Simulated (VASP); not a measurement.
# Mn2ZnAs2 (P1) in VASP: single point with PBEsol+U

Aim: the single point of Mn2ZnAs2 with PBEsol+U.

Everything below comes from runs of VASP 6.6.1. Logs are shortened: lines on timing, memory, paths and dates and some standing lists are left out, and cuts for length are marked.

## (1) The cell of the first run

The typed cell holds 5 atoms: a = 4.250 Å, b = 4.142 Å, c = 6.876 Å, α = 90.41°, β = 90.30°, γ = 120.38°.

## (2) Single point, PBEsol+U, non-collinear spin, typed start, spin-orbit coupling

INCAR reads:

```
SYSTEM = Mn2ZnAs2
PREC = Accurate
ENCUT = 500
EDIFF = 1E-6
ISMEAR = -1
SIGMA = 0.1
LREAL = .FALSE.
LASPH = .TRUE.
NELM = 200
ALGO = Normal
ISIF = 2
LWAVE = .FALSE.
LCHARG = .TRUE.
LNONCOLLINEAR = .TRUE.
MAGMOM = -0.012 -0.025 4.5 0.012 0.025 -4.5 0 0 0 0 0 0 0 0 0
LORBIT = 11
LSORBIT = .TRUE.
GGA_COMPAT = .FALSE.
LORBMOM = .TRUE.
LMAXMIX = 4
LDAU = .TRUE.
LDAUTYPE = 1
LDAUL = 2 -1 -1
LDAUU = 7.3 0 0
LDAUJ = 0.88 0 0
LDAUPRINT = 1
GGA = PS
LVHAR = .TRUE.
NBANDS = 63
KPAR = 4
```

KPOINTS reads:

```
Automatic mesh
0
Gamma
  5 5 3
  0.5 0.5 0.5
```

POSCAR reads:

```
Mn2ZnAs2
1.0
    4.2501790000      0.0177140000     -0.0110430000
   -2.1097490000      3.5645330000     -0.0151770000
   -0.0177050000     -0.0383200000      6.8757870000
Mn As Zn
2 2 1
Direct
    0.2471440000      0.6386600000      0.3909430000
    0.6526040000      0.3008640000      0.6211810000
    0.3455140000      0.6622850000      0.7876560000
    0.6358580000      0.2770770000      0.2286340000
    0.0434880000      0.0217990000      0.9949790000
```

Potentials or basis: VASP PAW PBE potentials, release 64 (Mn_pv, As, Zn).

Command:

```
cat potpaw_PBE.64/Mn_pv/POTCAR potpaw_PBE.64/As/POTCAR potpaw_PBE.64/Zn/POTCAR > POTCAR
mpirun -np 4 vasp_ncl > vasp.out
```

OUTCAR:

```text
SYSTEM = Mn2ZnAs2
   PREC = Accurate
   ENCUT = 500
   EDIFF = 1E-6
   ISMEAR = -1
   LREAL = .FALSE.
   LASPH = .TRUE.
   NELM = 200
   ISIF = 2
   LNONCOLLINEAR = .TRUE.
   LORBIT = 11
   LSORBIT = .TRUE.
   GGA = PS

 ion  position               nearest neighbor table
   1  0.247  0.639  0.391-   4 2.50   4 2.57   2 2.71   3 2.75   2 2.85   4 2.95   2 3.14
   2  0.653  0.301  0.621-   3 2.56   3 2.69   4 2.70   1 2.71   3 2.78   1 2.85   1 3.14
   3  0.346  0.662  0.788-   2 2.56   2 2.69   5 2.71   1 2.75   2 2.78   5 2.80   5 2.92
   4  0.636  0.277  0.229-   1 2.50   1 2.57   5 2.70   2 2.70   5 2.93   1 2.95
   5  0.043  0.022  0.995-   4 2.70   3 2.71   3 2.80   3 2.92   4 2.93

  LATTYP: Found a triclinic cell.
 ALAT       =     4.1730829901
 B/A-ratio  =     1.0184868766
 C/A-ratio  =     1.6476826826
 COS(alpha) =     0.0051962889
 COS(beta)  =     0.0123877464
 COS(gamma) =     0.5165011844

  Lattice vectors:

 A1 = (   2.1404300000,   3.5822470000,  -0.0262200000)
 A2 = (   4.2501790000,   0.0177140000,  -0.0110430000)
 A3 = (   0.0177050000,   0.0383200000,  -6.8757870000)

Analysis of symmetry for initial positions (statically):
=====================================================================
 Subroutine PRICEL returns:
 Original cell was already a primitive cell.

 Routine SETGRP: Setting up the symmetry group for a
 triclinic supercell.

 Subroutine GETGRP returns: Found  1 space group operations
 (whereof  1 operations were pure point group operations)
 out of a pool of  2 trial point group operations.

The static configuration has the point symmetry C_1 .

Analysis of symmetry for dynamics (positions and initial velocities):
=====================================================================
 Subroutine PRICEL returns:
 Original cell was already a primitive cell.

 Routine SETGRP: Setting up the symmetry group for a
 triclinic supercell.

 Subroutine GETGRP returns: Found  1 space group operations
 (whereof  1 operations were pure point group operations)
 out of a pool of  2 trial point group operations.

The dynamic configuration has the point symmetry C_1 .

Analysis of structural, dynamic, and magnetic symmetry:
=====================================================================
 Subroutine PRICEL returns:
 Original cell was already a primitive cell.

 Routine SETGRP: Setting up the symmetry group for a
 triclinic supercell.

 Subroutine GETGRP returns: Found  1 space group operations
 (whereof  1 operations were pure point group operations)
 out of a pool of  2 trial point group operations.

The overall configuration has the point symmetry C_1 .

 Subroutine INISYM returns: Found  1 space group operations
 (whereof  1 operations are pure point group operations),
 and found     1 'primitive' translations

----------------------------------------------------------------------------------------

                                     Primitive cell

  volume of cell :     104.4204

  direct lattice vectors                    reciprocal lattice vectors
     4.250179000  0.017714000 -0.011043000     0.234708781  0.138923539  0.001378616
    -2.109749000  3.564533000 -0.015177000    -0.001162364  0.279860316  0.001556719
    -0.017705000 -0.038320000  6.875787000     0.000374393  0.000840860  0.145443547

  length of vectors
     4.250230260  4.142121038  6.875916576     0.272745050  0.279867059  0.145446460

  position of ions in fractional coordinates (direct lattice)
     0.247144000  0.638660000  0.390943000
     0.652604000  0.300864000  0.621181000
     0.345514000  0.662285000  0.787656000
     0.635858000  0.277077000  0.228634000
     0.043488000  0.021799000  0.994979000

  ion indices of the primitive-cell ions
   primitive index   ion index
                 1           1
                 2           2
                 3           3
                 4           4
                 5           5

----------------------------------------------------------------------------------------

[... 223 lines left out ...]
 fundamental gap:      0.0676226087
 Fermi energy:         4.2611699623

 k-point     1 :       0.1000    0.1000    0.1667
  band No.  band energies     occupation
      1     -47.4168      1.00000
      2     -47.3471      1.00000
      3     -46.9832      1.00000
      4     -46.9258      1.00000
      5     -46.5186      1.00000
      6     -46.4467      1.00000
[... 1501 lines left out ...]
     59       7.9751      0.00000
     60       7.9840      0.00000

 [... further k-points ...]

 [bands above 60 left out]

------------------------ aborting loop because EDIFF is reached ----------------------------------------

  FORCE on cell =-STRESS in cart. coord.  units (eV):
  Direction    XX          YY          ZZ          XY          YZ          ZX
  --------------------------------------------------------------------------------------
  -------------------------------------------------------------------------------------
  Total       -1.9814588      1.3029400     -1.7479094      1.5485841     -0.9598174     -0.0458688
  in kB      -30.4025646     19.9916943    -26.8190933     23.7607407    -14.7269826     -0.7037892
  external PRESSURE =     -12.4099879 kB  Pullay stress =       0.0000000 kB

 VOLUME and BASIS-vectors are now :
 -----------------------------------------------------------------------------
  energy-cutoff  :      500.00
  volume of cell :      104.42
      direct lattice vectors                 reciprocal lattice vectors
     4.250179000  0.017714000 -0.011043000     0.234708781  0.138923539  0.001378616
    -2.109749000  3.564533000 -0.015177000    -0.001162364  0.279860316  0.001556719
    -0.017705000 -0.038320000  6.875787000     0.000374393  0.000840860  0.145443547

 POSITION                                       TOTAL-FORCE (eV/Angst)
 -----------------------------------------------------------------------------------
     -0.30393      2.26592      2.67562         1.215099     -0.017625     -0.530278
      2.12794      1.06020      4.25934        -0.247982      0.370117      0.678876
      0.05730      2.33667      5.40189        -0.297323     -0.442712      0.125409
      2.11390      0.99015      1.56081        -0.633868      0.011260     -0.302129
      0.12123      0.04035      6.84045        -0.035926      0.078959      0.028122
 -----------------------------------------------------------------------------------
    total drift:                               -0.002706     -0.003423      0.001197

  FREE ENERGIE OF THE ION-ELECTRON SYSTEM (eV)
  ---------------------------------------------------
  free  energy   TOTEN  =       -25.2593669478 eV

  energy  without entropy=      -25.2355901716  energy(sigma->0) =      -25.24747856

 orbital moment (x)

 # of ion     p       d       tot
 ----------------------------------------
  1         0.000  -0.001  -0.001
  2         0.000   0.000   0.000
  3         0.000   0.000   0.000
  4        -0.000   0.000  -0.000
  5         0.000  -0.000  -0.000
 ----------------------------------------
           -0.000  -0.001  -0.001

 orbital moment (y)

 # of ion     p       d       tot
 ----------------------------------------
  1        -0.000   0.000   0.000
  2         0.000  -0.000  -0.000
  3        -0.000   0.000  -0.000
  4         0.000  -0.000   0.000
  5        -0.000  -0.000  -0.000
 ----------------------------------------
           -0.000  -0.000  -0.000

 orbital moment (z)

 # of ion     p       d       tot
 ----------------------------------------
  1        -0.001   0.003   0.002
  2         0.001  -0.002  -0.001
  3         0.001   0.000   0.001
  4        -0.001  -0.000  -0.001
  5         0.000   0.000   0.000
 ----------------------------------------
           -0.001   0.001  -0.000

 Spin-Orbit-Coupling matrix elements

 Ion:    1  E_soc:     -0.0286024
 l=   1
     0.0000000    -0.0036689    -0.0036439
    -0.0036689     0.0000000    -0.0036605
    -0.0036439    -0.0036605     0.0000000
 l=   2
     0.0000000    -0.0003220     0.0000000    -0.0003186    -0.0001187
    -0.0003220     0.0000000    -0.0009454    -0.0000280    -0.0003225
     0.0000000    -0.0009454     0.0000000    -0.0009510     0.0000000
    -0.0003186    -0.0000280    -0.0009510     0.0000000    -0.0003217
    -0.0001187    -0.0003225     0.0000000    -0.0003217     0.0000000
 l=   3
     0.0000000     0.0000000     0.0000000     0.0000000     0.0000000     0.0000000     0.0000000
     0.0000000     0.0000000     0.0000000     0.0000000     0.0000000     0.0000000     0.0000000
     0.0000000     0.0000000     0.0000000     0.0000000     0.0000000     0.0000000     0.0000000
     0.0000000     0.0000000     0.0000000     0.0000000     0.0000000     0.0000000     0.0000000
[... 69 lines left out ...]
 l=   2
     0.0000000    -0.0001851     0.0000000    -0.0001854    -0.0007580
    -0.0001851     0.0000000    -0.0005654    -0.0001825    -0.0001844
     0.0000000    -0.0005654     0.0000000    -0.0005638     0.0000000
    -0.0001854    -0.0001825    -0.0005638     0.0000000    -0.0001868
    -0.0007580    -0.0001844     0.0000000    -0.0001868     0.0000000
 l=   3
     0.0000000     0.0000000     0.0000000     0.0000000     0.0000000     0.0000000     0.0000000
     0.0000000     0.0000000     0.0000000     0.0000000     0.0000000     0.0000000     0.0000000
     0.0000000     0.0000000     0.0000000     0.0000000     0.0000000     0.0000000     0.0000000
     0.0000000     0.0000000     0.0000000     0.0000000     0.0000000     0.0000000     0.0000000
     0.0000000     0.0000000     0.0000000     0.0000000     0.0000000     0.0000000     0.0000000
     0.0000000     0.0000000     0.0000000     0.0000000     0.0000000     0.0000000     0.0000000
     0.0000000     0.0000000     0.0000000     0.0000000     0.0000000     0.0000000     0.0000000

 total charge

# of ion       s       p       d       tot
------------------------------------------
    1        0.308   6.220   4.848  11.377
    2        0.302   6.212   4.847  11.361
    3        1.232   1.535   0.023   2.790
    4        1.235   1.541   0.023   2.799
    5        0.510   0.282   9.766  10.558
--------------------------------------------------
tot          3.587  15.790  19.508  38.885

 magnetization (x)

# of ion       s       p       d       tot
------------------------------------------
    1       -0.000  -0.000  -0.012  -0.012
    2        0.000   0.000   0.012   0.013
    3       -0.000  -0.000   0.000  -0.000
    4        0.000   0.000  -0.000   0.000
    5       -0.000  -0.000   0.000  -0.000
--------------------------------------------------
tot         -0.000   0.000   0.000   0.000

 magnetization (y)

# of ion       s       p       d       tot
------------------------------------------
    1       -0.000  -0.000  -0.024  -0.025
    2        0.000   0.000   0.025   0.026
    3        0.000  -0.000   0.000   0.000
    4       -0.000   0.000  -0.000   0.000
    5       -0.000  -0.000   0.000  -0.000
--------------------------------------------------
tot         -0.000   0.000   0.001   0.001

 magnetization (z)

# of ion       s       p       d       tot
------------------------------------------
    1        0.059   0.052   4.466   4.578
    2       -0.059  -0.050  -4.479  -4.588
    3       -0.003   0.018  -0.003   0.012
    4        0.001  -0.028   0.004  -0.024
    5       -0.004   0.001  -0.000  -0.003
--------------------------------------------------
tot         -0.006  -0.007  -0.013  -0.025
```

Run time: 9.9 min. Hardware: 4 MPI ranks of Intel Xeon 6975P-C (Granite Rapids), shared host; peak memory 0.9 GiB.

What came out:

```yaml
Free_energy: -25.2594 eV
Pressure: -1.2 GPa
Largest_force: 1.326 eV/Å
Net_moment: 0.03 μB per cell
Valence_electrons_inside_the_program's_atomic_spheres: Mn 11.38, 11.36; As 2.79, 2.80; Zn 10.56
```

Forces on the atoms (eV/Å):
```
Mn   1.215 -0.018 -0.530
Mn  -0.248  0.370  0.679
As  -0.297 -0.443  0.125
As  -0.634  0.011 -0.302
Zn  -0.036  0.079  0.028
```

Moments on the atoms (μB; x, y, z):
```
Mn  -0.01 -0.03  4.58
Mn   0.01  0.03 -4.59
As   0.00  0.00  0.01
As   0.00  0.00 -0.02
Zn   0.00  0.00  0.00
```

Caveat: the PAW data sets were made with another functional, which shifts forces and pressure a little; the U is typed as a test and isn't derived for this compound. The state reached can hang on the start; a lower one may exist.
